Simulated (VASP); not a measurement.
# Ru5C in VASP: single point with LDA

Aim: the single point of Ru5C with LDA.

Program: VASP 6.6.1. These are calculated values, not measurements. Logs are shortened: lines on timing, memory, paths and dates and some standing lists are left out, and cuts for length are marked.

### 1 The cell of the first run

The cell holds a slab with vacuum, 6 atoms: a = 2.674 Å, b = 2.674 Å, c = 25.400 Å, α = 90.00°, β = 90.00°, γ = 120.00°.

### 2 Single point, LDA, collinear spin

Input file INCAR:

```
SYSTEM = Ru5C
PREC     = Accurate       ! precision mode
ENCUT    = 520            ! plane-wave cutoff, eV
EDIFF    = 1E-7           ! SCF threshold, eV
ISMEAR   = 0              ! smearing method
SIGMA    = 0.1            ! smearing width, eV
LREAL    = .FALSE.        ! projectors in reciprocal space
LASPH    = .TRUE.         ! aspherical terms in the spheres
NELM     = 150            ! most SCF steps
ALGO     = Normal         ! electronic algorithm
ISIF     = 2              ! what is computed and relaxed
LWAVE    = .FALSE.        ! write WAVECAR
LCHARG   = .TRUE.         ! write CHGCAR
ISPIN    = 2              ! spin polarisation
MAGMOM   = 0 0 0 0 0 2    ! initial moments
LORBIT   = 11             ! projections on sites
LMAXMIX  = 4              ! l up to which the mixer works
LDIPOL   = .TRUE.       
IDIPOL   = 3            
DIPOL    = 0.5 0.5 0.362
GGA      = CA             ! functional
LVHAR    = .TRUE.       
LVACPOTAV= .TRUE.       
NBANDS   = 50             ! bands
KPAR     = 4
```

Input file KPOINTS:

```
regular mesh
0
G
  12 12 1
  0 0 0
```

Input file POSCAR:

```
Ru5C
1.0
    2.6740588505      0.0000000000      0.0000000000
   -1.3370294253      2.3158028958      0.0000000000
    0.0000000000      0.0000000000     25.3999246690
Ru C
5 1
Direct
    0.6666666667      0.3333333333      0.1574807820
    0.3333333333      0.6666666667      0.2406849853
    0.6666666667      0.3333333333      0.3240221034
    0.3333333333      0.6666666667      0.4078536871
    0.6666666667      0.3333333333      0.4881874585
    1.1666666667      0.3333333333      0.5543293869
```

Potentials or basis: VASP PAW LDA potentials, release 64 (Ru_pv, C).

Run with:

```
cat potpaw_LDA.64/Ru_pv/POTCAR potpaw_LDA.64/C/POTCAR > POTCAR
mpirun -np 4 vasp_std > vasp.out
```

OUTCAR:

```text
SYSTEM = Ru5C
   PREC = Accurate
   ENCUT = 520
   EDIFF = 1E-7
   ISMEAR = 0
   LREAL = .FALSE.
   LASPH = .TRUE.
   NELM = 150
   ISIF = 2
   ISPIN = 2
   LORBIT = 11
   GGA = CA

 ion  position               nearest neighbor table
   1  0.667  0.333  0.157-   2 2.62   2 2.62   2 2.62
   2  0.333  0.667  0.241-   1 2.62   1 2.62   1 2.62   3 2.62   3 2.62   3 2.62
   3  0.667  0.333  0.324-   2 2.62   2 2.62   2 2.62   4 2.63   4 2.63   4 2.63
   4  0.333  0.667  0.408-   5 2.56   5 2.56   5 2.56   3 2.63   3 2.63   3 2.63
   5  0.667  0.333  0.488-   6 2.15   6 2.15   4 2.56   4 2.56   4 2.56
   6  0.167  0.333  0.554-   5 2.15   5 2.15

  LATTYP: Found a hexagonal cell.
 ALAT       =     2.6740588505
 C/A-ratio  =     9.4986408636

  Lattice vectors:

 A1 = (   2.6740588505,   0.0000000000,   0.0000000000)
 A2 = (  -1.3370294253,   2.3158028958,   0.0000000000)
 A3 = (   0.0000000000,   0.0000000000,  25.3999246690)

Analysis of symmetry for initial positions (statically):
=====================================================================
 Subroutine PRICEL returns:
 Original cell was already a primitive cell.

 Routine SETGRP: Setting up the symmetry group for a
 hexagonal supercell.

 Subroutine GETGRP returns: Found  2 space group operations
 (whereof  2 operations were pure point group operations)
 out of a pool of 24 trial point group operations.

The static configuration has the point symmetry C_1h.

Analysis of symmetry for dynamics (positions and initial velocities):
=====================================================================
 Subroutine PRICEL returns:
 Original cell was already a primitive cell.

 Routine SETGRP: Setting up the symmetry group for a
 hexagonal supercell.

 Subroutine GETGRP returns: Found  2 space group operations
 (whereof  2 operations were pure point group operations)
 out of a pool of 24 trial point group operations.

The dynamic configuration has the point symmetry C_1h.

Analysis of structural, dynamic, and magnetic symmetry:
=====================================================================
 Subroutine PRICEL returns:
 Original cell was already a primitive cell.

 Routine SETGRP: Setting up the symmetry group for a
 hexagonal supercell.

 Subroutine GETGRP returns: Found  2 space group operations
 (whereof  2 operations were pure point group operations)
 out of a pool of 24 trial point group operations.

The overall configuration has the point symmetry C_1h.

 Subroutine INISYM returns: Found  2 space group operations
 (whereof  2 operations are pure point group operations),
 and found     1 'primitive' translations

----------------------------------------------------------------------------------------

                                     Primitive cell

  volume of cell :     157.2914

  direct lattice vectors                    reciprocal lattice vectors
     2.674058850  0.000000000  0.000000000     0.373963348  0.215907840  0.000000000
    -1.337029425  2.315802896  0.000000000     0.000000000  0.431815679  0.000000000
     0.000000000  0.000000000 25.399924669     0.000000000  0.000000000  0.039370196

  length of vectors
     2.674058850  2.674058851 25.399924669     0.431815679  0.431815679  0.039370196

  position of ions in fractional coordinates (direct lattice)
     0.666666667  0.333333333  0.157480782
     0.333333333  0.666666667  0.240684985
     0.666666667  0.333333333  0.324022103
     0.333333333  0.666666667  0.407853687
     0.666666667  0.333333333  0.488187459
     0.166666667  0.333333333  0.554329387

  ion indices of the primitive-cell ions
   primitive index   ion index
                 1           1
                 2           2
                 3           3
                 4           4
                 5           5
                 6           6

----------------------------------------------------------------------------------------

 KPOINTS: regular mesh

Automatic generation of k-mesh.
 Grid dimensions read from file:
 generate k-points for:   12   12    1

 Generating k-lattice:

  Cartesian coordinates                     Fractional coordinates (reciprocal lattice)
     0.031163612  0.017992320  0.000000000     0.083333333  0.000000000  0.000000000
     0.000000000  0.035984640  0.000000000     0.000000000  0.083333333  0.000000000
[... 48 lines left out ...]
 SYSTEM =  Ru5C
   PREC   = accura    normal or accurate (medium, high low for compatibility)
   ISTART =      0    job   : 0-new  1-cont  2-samecut
   ICHARG =      2    charge: 1-file 2-atom 10-const
   ISPIN  =      2    spin polarized calculation?
   LNONCOLLINEAR =      F non collinear calculations
   LSORBIT =      F    spin-orbit coupling
   LASPH  =      T    aspherical Exc in radial PAW
   ENCUT  =  520.0 eV  38.22 Ry    6.18 a.u.   4.97  4.97 47.23*2*pi/ulx,y,z
   NELM   =    150;   NELMIN=  2; NELMDL= -5     # of ELM steps
   EDIFF  = 0.1E-06   stopping-criterion for ELM
   LREAL  =      F    real-space projection
   EDIFFG = 0.1E-05   stopping-criterion for IOM
   NSW    =      0    number of steps for IOM
   IBRION =     -1    ionic relax: 0-MD 1-quasi-New 2-CG
   NFREE  =      0    steps in history (QN), initial steepest desc. (CG)
   ISIF   =      2    stress and relaxation
   ISYM   =      2    0-nonsym 1-usesym 2-fastsym
   POTIM  = 0.5000    time-step for ionic-motion
   TEBEG  =    0.0;   TEEND  =   0.0 temperature during run
   PSTRESS=    0.0 pullay stress
   NELECT =      74.0000    total number of electrons
   NUPDOWN=      -1.0000    fix difference up-down
   EMIN   =  10.00;   EMAX   =-10.00  energy-range for DOS
   EFERMI =   0.00;   METHOD = LEGACY
   ISMEAR =     0;   SIGMA  =   0.10  broadening in eV -4-tet -1-fermi 0-gaus
   EFERMI_NEDOS =   21; number of points for ismear=-14 and -15
   IALGO  =     38    algorithm
   IMIX   =      4    mixing-type and parameters
     AMIX     =   0.40;   BMIX     =  1.00
     AMIX_MAG =   1.60;   BMIX_MAG =  1.00
  volume/ion in A,a.u.               =      26.22       176.91
  Fermi-wavevector in a.u.,A,eV,Ry     =   1.273260  2.406112 22.057641  1.621191
  Thomas-Fermi vector in A             =   2.406093
   LORBIT       =     11    0 simple, 1 ext, 2 COOP (PROOUT), +10 PAW based schemes
   GGA     = CA    functional components
   LHFCALC =     F    Hartree Fock is set to
   AEXX    =    0.0000 exact exchange contribution
   IVDW    =     0    specifies the selected vdW correction
   LEPSILON=     F    determine dielectric tensor
   LRPA    =     F    only Hartree local field effects (RPA)
 spin polarized calculation
 Gauss-broadening in eV      SIGMA  =   0.10
  energy-cutoff  :      520.00
  volume of cell :      157.29
 maximum number of plane-waves:      4323
   NGX =  9   NGY =  9   NGZ = 95

 dipolmoment           0.000000      0.000000     -0.059447 electrons x Angstroem

 number of electron      74.0000016 magnetization       0.0069035

 number of electron      74.0000016 magnetization      -0.0003167

 dipolmoment           0.000000      0.000000      0.060024 electrons x Angstroem

 Free energy of the ion-electron system (eV)
  ---------------------------------------------------
  ext. energy  EPLUGINS =         0.00000000
  ---------------------------------------------------
  free energy    TOTEN  =       -57.80319820 eV

  energy without entropy =      -57.78502343  energy(sigma->0) =      -57.79411081

 E-fermi :   2.4941     XC(G=0):  -7.4738

 val. band max:        2.4848995982   @ k =   0.4167   0.1667   0.0000
 cond. band min:       2.4976358431   @ k =   0.0000   0.4167   0.0000
 fundamental gap:      0.0127362449
 Fermi energy:         2.4941442805

 spin component 1

 k-point     1 :       0.0000    0.0000    0.0000
  band No.  band energies     occupation
      1     -41.1146      1.00000
      2     -40.8743      1.00000
      3     -40.4341      1.00000
      4     -40.1677      1.00000
      5     -40.1326      1.00000
      6     -40.1246      1.00000
[... 1237 lines left out ...]
     48       8.6328      0.00000
     49      10.6207      0.00000

 [... further k-points ...]

 spin component 2

 k-point     1 :       0.0000    0.0000    0.0000
  band No.  band energies     occupation
      1     -41.1146      1.00000
      2     -40.8744      1.00000
      3     -40.4341      1.00000
      4     -40.1677      1.00000
      5     -40.1326      1.00000
      6     -40.1246      1.00000
[... 1237 lines left out ...]
     48       8.6327      0.00000
     49      10.6201      0.00000

 [... further k-points ...]

 [bands above 49 left out]

------------------------ aborting loop because EDIFF is reached ----------------------------------------

  FORCE on cell =-STRESS in cart. coord.  units (eV):
  Direction    XX          YY          ZZ          XY          YZ          ZX
  --------------------------------------------------------------------------------------
  -------------------------------------------------------------------------------------
  Total       -2.5682594     -2.4566340     -3.4764438      0.0000000     -0.2640470      0.0000000
  in kB      -26.1604067    -25.0233846    -35.4112138      0.0000000     -2.6895947      0.0000000
  external PRESSURE =     -28.8650017 kB  Pullay stress =       0.0000000 kB

 VOLUME and BASIS-vectors are now :
 -----------------------------------------------------------------------------
  energy-cutoff  :      520.00
  volume of cell :      157.29
      direct lattice vectors                 reciprocal lattice vectors
     2.674058850  0.000000000  0.000000000     0.373963348  0.215907840  0.000000000
    -1.337029425  2.315802896  0.000000000     0.000000000  0.431815679  0.000000000
     0.000000000  0.000000000 25.399924669     0.000000000  0.000000000  0.039370196

 POSITION                                       TOTAL-FORCE (eV/Angst)
 -----------------------------------------------------------------------------------
      1.33703      0.77193      4.00000         0.000000     -0.020528      0.743883
     -0.00000      1.54387      6.11338        -0.000000      0.002743     -0.533610
      1.33703      0.77193      8.23014        -0.000000      0.005144     -0.194643
     -0.00000      1.54387     10.35945        -0.000000      0.321234     -1.398640
      1.33703      0.77193     12.39992         0.000000     -0.462067      3.873760
      0.00000      0.77193     14.07992        -0.000000      0.153475     -2.490751
 -----------------------------------------------------------------------------------
    total drift:                                0.000000     -0.000057     -0.000060

  FREE ENERGIE OF THE ION-ELECTRON SYSTEM (eV)
  ---------------------------------------------------
  free  energy   TOTEN  =       -57.8031981972 eV

  energy  without entropy=      -57.7850234258  energy(sigma->0) =      -57.79411081

 vacuum level on the upper side and lower side of the slab         9.740         7.984

 total charge

# of ion       s       p       d       tot
------------------------------------------
    1        0.402   6.231   5.956  12.589
    2        0.419   6.338   5.971  12.729
    3        0.420   6.339   5.983  12.742
    4        0.427   6.351   6.015  12.793
    5        0.411   6.349   6.049  12.809
    6        1.016   1.045   0.000   2.061
--------------------------------------------------
tot          3.095  32.653  29.974  65.722

 magnetization (x)

# of ion       s       p       d       tot
------------------------------------------
    1       -0.000  -0.000  -0.000  -0.000
    2        0.000  -0.000  -0.000  -0.000
    3       -0.000   0.000   0.000   0.000
    4        0.000   0.000   0.000   0.000
    5       -0.000  -0.000   0.000  -0.000
    6        0.000  -0.000   0.000  -0.000
--------------------------------------------------
tot         -0.000  -0.000  -0.000  -0.000
```

Run time: 10 min. Hardware: 4 MPI ranks of Oxide Virtual Turin-like, shared host; peak memory 0.53 GiB.

What came out:

* Free energy: -57.8032 eV
* Largest force: 3.901 eV/Å
* Band gap on the k mesh: zero (filled and empty bands overlap)
* Net moment: 0.00 μB per cell
* Valence electrons inside the program's atomic spheres: Ru 12.59, 12.73, 12.74, 12.79, 12.81; C 2.06

Forces in eV/Å, atoms in the order of the input:
```
Ru   0.000 -0.021  0.744
Ru   0.000  0.003 -0.534
Ru   0.000  0.005 -0.195
Ru   0.000  0.321 -1.399
Ru   0.000 -0.462  3.874
C    0.000  0.153 -2.491
```
